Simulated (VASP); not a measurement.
The system is As.

```
As
1.0
     2.70368    0.00000    0.00000
     0.00000    2.70368    0.00000
     0.00000    0.00000    2.70368
As
1
Direct
  0.50000 0.50000 0.50000
```

This isn't the form of As at room conditions, which is rhombohedral.

| Quantity | Value |
| --- | --- |
| Program | VASP 6.6.1 |
| Task | relaxation of cell and atoms |
| Functional | PBEsol-based global hybrid with 25 % exact exchange |
| Potentials or basis | VASP PAW PBE potentials, release 64 (As) |
| Cutoff | 500 eV |
| k mesh | 5 × 5 × 5 |
| Occupations | fermi-dirac, width 0.05 eV |
| Spin | no spin polarisation |

At the start: pressure -2.9 GPa; volume 19.76 Å³/atom.

Question: How do energy, volume and symmetry change on relaxing?

Answer: Over 3 steps the energy falls by 5.0 meV/atom and the volume is 19.21 Å³/atom (-2.8 %); space group Pm-3m (No. 221, to 0.1 Å) before and after.

Step by step:
| step | energy change (eV) | largest force (eV/Å) | pressure (GPa) | volume (Å³) |
| --- | --- | --- | --- | --- |
| 1 | 0.0000 | 0.0000 | -2.89 | 19.76 |
| 2 | -0.0016 | 0.0000 | 2.48 | 18.76 |
| 3 | -0.0050 | 0.0000 | -0.07 | 19.21 |

Final structure:
```
As
1.0
     2.67829    0.00000    0.00000
     0.00000    2.67829    0.00000
     0.00000    0.00000    2.67829
As
1
Direct
  0.50000 0.50000 0.50000
```

Caveat: the k points lie up to 0.47 Å⁻¹ apart in the final cell, too coarse for converged energies and pressures of a metal; the PAW data sets were made with another functional, which shifts forces and pressure a little; an odd number of electrons without spin polarisation forces a metal; a magnetic or distorted state may lie lower.
